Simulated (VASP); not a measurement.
## Mg2BeS3: single point with PBE

Crystal: Mg2BeS3.

```
CELL_PARAMETERS angstrom
3.54503 0.00000 0.00000
0.00000 3.54179 0.00000
0.00000 0.00000 11.67349
ATOMIC_POSITIONS crystal
Mg 0.00000 0.50000 0.90387
Mg 0.00000 0.00000 0.48661
Be 0.50000 0.50000 0.37167
S 0.50000 0.00000 0.89673
S 0.50000 0.00000 0.29419
S 0.50000 0.50000 0.54693
```

The cell was generated, and may not be a known phase.

- Program: VASP 6.6.1
- Task: single point
- Functional: PBE
- Potentials or basis: VASP PAW PBE potentials, release 64 (Mg, Be, S)
- Cutoff: 600 eV
- k mesh: 6 × 4 × 2
- Occupations: gaussian, width 0.1 eV
- Spin: no spin polarisation
- Dipole correction: no
- Further INCAR settings: ALGO = Normal; EDIFF = 1e-06; NBANDS = 21

- Pressure: -0.1 GPa
- Largest force: 0.022 eV/Å
- Band gap on the k mesh: 0.45 eV

Forces on the atoms (eV/Å):
```
Mg   0.000  0.000 -0.013
Mg   0.000  0.000 -0.004
Be   0.000  0.000  0.022
S    0.000  0.000  0.018
S    0.000  0.000 -0.013
S    0.000  0.000 -0.009
```

Stress tensor (GPa, compression positive):
```
-0.15  0.00  0.00
 0.00 -0.13  0.00
 0.00  0.00  0.10
```

Levels at points of the mesh, in eV from the valence-band top:
```
           k point  band 9  band 10  band 11  band 12  band 13  band 14  band 15  band 16
(0.00, 0.00, 0.00)   -1.36    -0.96    -0.48    -0.46     1.84     3.00     3.09     4.95
(0.50, 0.00, 0.00)   -1.42    -1.23    -0.62    -0.08     1.98     3.84     4.56     5.51
(0.00, 0.50, 0.00)   -1.72    -0.75    -0.43    -0.10     3.39     4.30     4.39     4.56
(0.50, 0.50, 0.00)   -3.05    -2.88    -1.85    -0.02     0.45     1.49     2.46     5.74
(0.00, 0.00, 0.50)   -1.60    -0.96    -0.48    -0.46     1.97     2.96     3.10     4.93
(0.50, 0.00, 0.50)   -1.33    -1.23    -0.72    -0.08     1.92     4.10     4.56     5.54
(0.00, 0.50, 0.50)   -1.72    -0.72    -0.43    -0.10     3.61     4.08     4.22     4.56
(0.50, 0.50, 0.50)   -3.06    -2.90    -1.86     0.00     0.45     1.49     2.48     5.56
```

Run time: 2.7 min on 1 thread of Intel Xeon 8259CL, with other jobs on the host, peak memory 0.26 GiB.

Caveat: the k points lie up to 0.44 Å⁻¹ apart; semilocal functionals underestimate gaps, and a narrow one can read as zero. A k mesh can miss the band edges.
